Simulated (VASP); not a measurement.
# Si3O (P6_3/mmc) in VASP: single point with PBE

Aim: the single point of Si3O with PBE.

All numbers are computed with VASP 6.6.1; they aren't measurements. Logs are shortened: lines on timing, memory, paths and dates and some standing lists are left out, and cuts for length are marked.

### 1 The cell of the first run

It takes space group P6_3/mmc (No. 194, hexagonal). Conventional cell: a = 5.110 Å, b = 5.110 Å, c = 4.648 Å, α = 90.00°, β = 90.00°, γ = 120.00°. Within 3.3 Å of Si (site symmetry mm2) lie 8 Si at 2.54 to 2.75 Å and 4 O at 2.56 to 2.76 Å. O (site symmetry -6m2) has 12 Si at 2.56 to 2.76 Å within 3.4 Å.

### 2 Single point, PBE

Input file INCAR:

```
PREC = Accurate
ENCUT = 520
EDIFF = 1E-6
ISMEAR = 0
SIGMA = 0.1
LREAL = False
LASPH = True
NELM = 60
ALGO = Normal
ISIF = 2
LWAVE = False
LCHARG = False
GGA = PE
NBANDS = 28
```

Input file KPOINTS:

```
regular mesh
0
Gamma
  12 12 10
```

Input file POSCAR:

```
Si3O
1.0
    5.1102176197      0.0000000000      0.0000000000
   -2.5551088098      4.4255782775      0.0000000000
    0.0000000000      0.0000000000      4.6480869537
Si O
6 2
Direct
    0.8344612244      0.6689224487      0.2500000000
    0.1655387756      0.8344612244      0.7500000000
    0.3310775513      0.1655387756      0.2500000000
    0.1655387756      0.3310775513      0.7500000000
    0.8344612244      0.1655387756      0.2500000000
    0.6689224487      0.8344612244      0.7500000000
    0.3333333333      0.6666666667      0.2500000000
    0.6666666667      0.3333333333      0.7500000000
```

Potentials or basis: VASP PAW PBE potentials, release 64 (Si, O).

Run with:

```
cat potpaw_PBE.64/Si/POTCAR potpaw_PBE.64/O/POTCAR > POTCAR
mpirun -np 1 vasp_std > vasp.out
```

OUTCAR:

```text
PREC = Accurate
   ENCUT = 520
   EDIFF = 1E-6
   ISMEAR = 0
   LREAL = False
   LASPH = True
   NELM = 60
   ISIF = 2
   GGA = PE

 ion  position               nearest neighbor table
   1  0.834  0.669  0.250-   5 2.54   3 2.54   7 2.56   7 2.56   5 2.57   3 2.57   2 2.75   2 2.75
                             6 2.75   6 2.75
   2  0.166  0.834  0.750-   4 2.54   6 2.54   8 2.56   8 2.56   4 2.57   6 2.57   3 2.75   3 2.75
                             1 2.75   1 2.75
   3  0.331  0.166  0.250-   5 2.54   1 2.54   7 2.56   7 2.56   5 2.57   1 2.57   2 2.75   2 2.75
                             4 2.75   4 2.75
   4  0.166  0.331  0.750-   2 2.54   6 2.54   8 2.56   8 2.56   2 2.57   6 2.57   5 2.75   5 2.75
                             3 2.75   3 2.75
   5  0.834  0.166  0.250-   1 2.54   3 2.54   7 2.56   7 2.56   1 2.57   3 2.57   6 2.75   6 2.75
                             4 2.75   4 2.75
   6  0.669  0.834  0.750-   2 2.54   4 2.54   8 2.56   8 2.56   2 2.57   4 2.57   5 2.75   5 2.75
                             1 2.75   1 2.75
   7  0.333  0.667  0.250-   3 2.56   1 2.56   5 2.56   5 2.56   3 2.56   1 2.56
   8  0.667  0.333  0.750-   6 2.56   4 2.56   2 2.56   2 2.56   6 2.56   4 2.56

  LATTYP: Found a hexagonal cell.
 ALAT       =     5.1102176197
 C/A-ratio  =     0.9095673217

  Lattice vectors:

 A1 = (   5.1102176197,   0.0000000000,   0.0000000000)
 A2 = (  -2.5551088098,   4.4255782775,   0.0000000000)
 A3 = (   0.0000000000,   0.0000000000,   4.6480869537)

Analysis of symmetry for initial positions (statically):
=====================================================================
 Subroutine PRICEL returns:
 Original cell was already a primitive cell.

 Routine SETGRP: Setting up the symmetry group for a
 hexagonal supercell.

 Subroutine GETGRP returns: Found 24 space group operations
 (whereof 12 operations were pure point group operations)
 out of a pool of 24 trial point group operations.

The static configuration has the point symmetry D_3d.
 The point group associated with its full space group is D_6h.

Analysis of symmetry for dynamics (positions and initial velocities):
=====================================================================
 Subroutine PRICEL returns:
 Original cell was already a primitive cell.

 Routine SETGRP: Setting up the symmetry group for a
 hexagonal supercell.

 Subroutine GETGRP returns: Found 24 space group operations
 (whereof 12 operations were pure point group operations)
 out of a pool of 24 trial point group operations.
[... 120 lines left out ...]
   ISIF   =      2    stress and relaxation
   ISYM   =      2    0-nonsym 1-usesym 2-fastsym
   POTIM  = 0.5000    time-step for ionic-motion
   TEBEG  =    0.0;   TEEND  =   0.0 temperature during run
   PSTRESS=    0.0 pullay stress
   NELECT =      36.0000    total number of electrons
   NUPDOWN=      -1.0000    fix difference up-down
   EMIN   =  10.00;   EMAX   =-10.00  energy-range for DOS
   EFERMI =   0.00;   METHOD = LEGACY
   ISMEAR =     0;   SIGMA  =   0.10  broadening in eV -4-tet -1-fermi 0-gaus
   EFERMI_NEDOS =   21; number of points for ismear=-14 and -15
   IALGO  =     38    algorithm
   IMIX   =      4    mixing-type and parameters
     AMIX     =   0.40;   BMIX     =  1.00
     AMIX_MAG =   1.60;   BMIX_MAG =  1.00
  volume/ion in A,a.u.               =      13.14        88.67
  Fermi-wavevector in a.u.,A,eV,Ry     =   1.145375  2.164445 17.849270  1.311884
  Thomas-Fermi vector in A             =   2.282064
   LORBIT       =      0    0 simple, 1 ext, 2 COOP (PROOUT), +10 PAW based schemes
   GGA     = PE    functional components
   LHFCALC =     F    Hartree Fock is set to
   AEXX    =    0.0000 exact exchange contribution
   IVDW    =     0    specifies the selected vdW correction
   LEPSILON=     F    determine dielectric tensor
   LRPA    =     F    only Hartree local field effects (RPA)
 non-spin polarized calculation
 Gauss-broadening in eV      SIGMA  =   0.10
  energy-cutoff  :      520.00
  volume of cell :      105.12
 maximum number of plane-waves:      2862
 NGX is ok and might be reduce to    40
   NGX = 19   NGY = 19   NGZ = 17

 number of electron      36.0000001 magnetization

 Free energy of the ion-electron system (eV)
  ---------------------------------------------------
  ext. energy  EPLUGINS =         0.00000000
  ---------------------------------------------------
  free energy    TOTEN  =       -38.58332752 eV

  energy without entropy =      -38.56129169  energy(sigma->0) =      -38.57230960

 E-fermi :   8.6928     XC(G=0): -11.1549

 val. band max:        8.6748768980   @ k =   0.2500   0.0000   0.1000
 cond. band min:       8.6992102610   @ k =   0.4167   0.1667   0.3000
 fundamental gap:      0.0243333630
 Fermi energy:         8.6928169862

 k-point     1 :       0.0000    0.0000    0.0000
  band No.  band energies     occupation
      1      -9.7045      2.00000
      2      -9.0566      2.00000
      3      -3.3783      2.00000
      4       0.5581      2.00000
      5       1.2995      2.00000
      6       1.2995      2.00000
[... 733 lines left out ...]
     27      13.5645      0.00000
     28      15.2137      0.00000

 [... further k-points ...]

------------------------ aborting loop because EDIFF is reached ----------------------------------------

  FORCE on cell =-STRESS in cart. coord.  units (eV):
  Direction    XX          YY          ZZ          XY          YZ          ZX
  --------------------------------------------------------------------------------------
  -------------------------------------------------------------------------------------
  Total       -0.0236973     -0.0236973     -0.0344849     -0.0000000      0.0000000      0.0000000
  in kB       -0.3611819     -0.3611819     -0.5256004     -0.0000000      0.0000000      0.0000000
  external PRESSURE =      -0.4159880 kB  Pullay stress =       0.0000000 kB

 VOLUME and BASIS-vectors are now :
 -----------------------------------------------------------------------------
  energy-cutoff  :      520.00
  volume of cell :      105.12
      direct lattice vectors                 reciprocal lattice vectors
     5.110217620  0.000000000  0.000000000     0.195686383  0.112979586  0.000000000
    -2.555108810  4.425578277  0.000000000     0.000000000  0.225959171  0.000000000
     0.000000000  0.000000000  4.648086954     0.000000000  0.000000000  0.215142275

 POSITION                                       TOTAL-FORCE (eV/Angst)
 -----------------------------------------------------------------------------------
      2.55511      2.96037      1.16202        -0.000000     -0.000867     -0.000000
     -1.28620      3.69297      3.48607         0.000751     -0.000433     -0.000000
      1.26891      0.73260      1.16202         0.000751      0.000433      0.000000
     -0.00000      1.46521      3.48607         0.000000      0.000867     -0.000000
      3.84131      0.73260      1.16202        -0.000751      0.000433      0.000000
      1.28620      3.69297      3.48607        -0.000751     -0.000433     -0.000000
     -0.00000      2.95039      1.16202         0.000000     -0.000000     -0.000000
      2.55511      1.47519      3.48607         0.000000      0.000000     -0.000000
 -----------------------------------------------------------------------------------
    total drift:                               -0.000000      0.000000      0.000000

  FREE ENERGIE OF THE ION-ELECTRON SYSTEM (eV)
  ---------------------------------------------------
  free  energy   TOTEN  =       -38.5833275183 eV

  energy  without entropy=      -38.5612916853  energy(sigma->0) =      -38.57230960
```

stdout:

```text
POSCAR found type information on POSCAR SiO
 POSCAR found :  2 types and       8 ions
 scaLAPACK will be used
 LDA part: xc-table for (Slater+PW92), standard interpolation
 POSCAR, INCAR and KPOINTS ok, starting setup
 FFT: planning ... GRIDC
 FFT: planning ... GRID_SOFT
 FFT: planning ... GRID
 WAVECAR not read
 entering main loop
```

Wall time 3.3 min (1 thread of Intel Xeon Platinum 8488C (Sapphire Rapids), shared host); peak memory 0.38 GiB.

Results:

| Property | Result |
| --- | --- |
| Free energy | -38.5833 eV |
| Pressure | 0.0 GPa |
| Band gap on the k mesh | zero (bands 18 and 19 overlap by 1.49 eV) |

Levels at points of the mesh, in eV from the Fermi level:
```
           k point  band 16  band 17  band 18  band 19  band 20  band 21
(0.00, 0.00, 0.00)    -1.69    -1.69    -0.68    -0.68     1.86     1.86
(0.50, 0.00, 0.00)    -1.90    -1.81    -1.46     0.27     0.58     1.59
(0.00, 0.00, 0.50)    -1.84     0.63     0.63     0.82     0.82     0.82
(0.50, 0.00, 0.50)    -1.58     0.10     0.10     1.02     1.02     1.96
```

The gap in the log of VASP goes by the Fermi energy; the results here count the filled bands.